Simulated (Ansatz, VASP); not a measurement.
**Two plane-wave programs on MgO**

File INCAR:

```
ALGO = Normal ; EDIFF = 1E-6
ENCUT = 520 ; GGA = PS
ISIF = 2 ; ISMEAR = 0
LASPH = True ; LCHARG = False
LREAL = False ; LWAVE = False
NBANDS = 11 ; NELM = 100
PREC = Accurate ; SIGMA = 0.05
```

KPOINTS

```
k-points
0
Gamma
  10 10 10
```

The input POSCAR:

```
MgO
1.0
    0.0000000000      2.2124610065      2.0544280775
    2.2124610065      0.0000000000      2.0544280775
    2.2124610065      2.2124610065      0.0000000000
Mg O
1 1
Direct
    0.0000000000      0.0000000000      0.0000000000
    0.5000000000      0.5000000000      0.5000000000
```

Input for Ansatz:

```yaml
crystal:
  lattice:
    - [0.0, 2.2124610065, 2.0544280775]
    - [2.2124610065, 0.0, 2.0544280775]
    - [2.2124610065, 2.2124610065, 0.0]
  atoms:
    - { symbol: Mg, position: [0.0, 0.0, 0.0] }
    - { symbol: O, position: [0.5, 0.5, 0.5] }
basis:
  ecutwfc: 420
kpoints:
  mp_grid: { grid: [10, 10, 10] }
hamiltonian:
  xc: pbesol
scf:
  occupations: { method: gaussian, width: 0.05 }
output:
  forces: true
  stress: true
  eigenvalues: true
```

Change from the starting cell: strain +0.050 along x and y, -0.025 along z, atoms carried along.

Alike in both runs: task single point; functional PBEsol; k mesh 10 × 10 × 10; occupations gaussian, width 0.05 eV; no spin polarisation.

|  | VASP | Ansatz |
| --- | --- | --- |
| version | VASP 6.6.1 | Ansatz 0.2.0 |
| potentials or method | VASP PAW PBE potentials, release 64 (Mg, O), cutoff 520 eV | scalar-relativistic, plane waves, PAW |
| valence electrons in the cell | 8 | 16 |

|  | VASP | Ansatz | Ansatz less VASP |
| --- | --- | --- | --- |
| gap on the k mesh at the Fermi level (eV) | 3.87 | 3.88 | +0.005 |
| least direct gap on the mesh (eV) | 3.87 | 3.88 | +0.005 |
| pressure (GPa) | -8.9 | -8.3 | +0.57 |
| traceless stress, the component that is largest in VASP (GPa) | 7.61 | 7.59 | -0.015 |

VASP's potentials were made for PBE, not for PBEsol. With one functional, cell and mesh, what is left measures potentials, basis and numerics. VASP's potentials hold 8 valence electrons a cell and Ansatz's 16, so a difference there can come from the potentials and not from the codes.
